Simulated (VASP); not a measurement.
TiC: single point with r2SCAN

The system is TiC.

```xyz
2
Lattice="0.0000 2.1632 2.1632 2.1632 0.0000 2.1632 2.1632 2.1632 0.0000" Properties=species:S:1:pos:R:3 pbc="T T T"
Ti    0.0000    0.0000    0.0000
C     2.1632    2.1632    2.1632
```

```
Program                : VASP 6.6.1
Task                   : single point
Functional             : r2SCAN
Potentials or basis    : VASP PAW PBE potentials, release 64 (Ti_sv, C)
Cutoff                 : 660 eV
k mesh                 : 7 × 7 × 7
Occupations            : fermi-dirac, width 0.15 eV
Spin                   : no spin polarisation
Dipole correction      : no
Further INCAR settings : ALGO = Normal; EDIFF = 1e-06; NBANDS = 15
```

* Pressure: 1.1 GPa
* Band gap on the k mesh: zero (bands 8 and 9 overlap by 1.33 eV)

Levels at points of the mesh, in eV from the Fermi level:
```
           k point  band 6  band 7  band 8  band 9  band 10  band 11
(0.00, 0.00, 0.00)    0.93    0.93    0.93    1.73     1.73     1.73
```

Run time: 24 s on 1 thread of Intel(R) Xeon(R) 6975P-C (Granite Rapids), on a shared host, peak memory 0.17 GiB.

Caveat: the PAW data sets were made with another functional, which shifts forces and pressure a little.
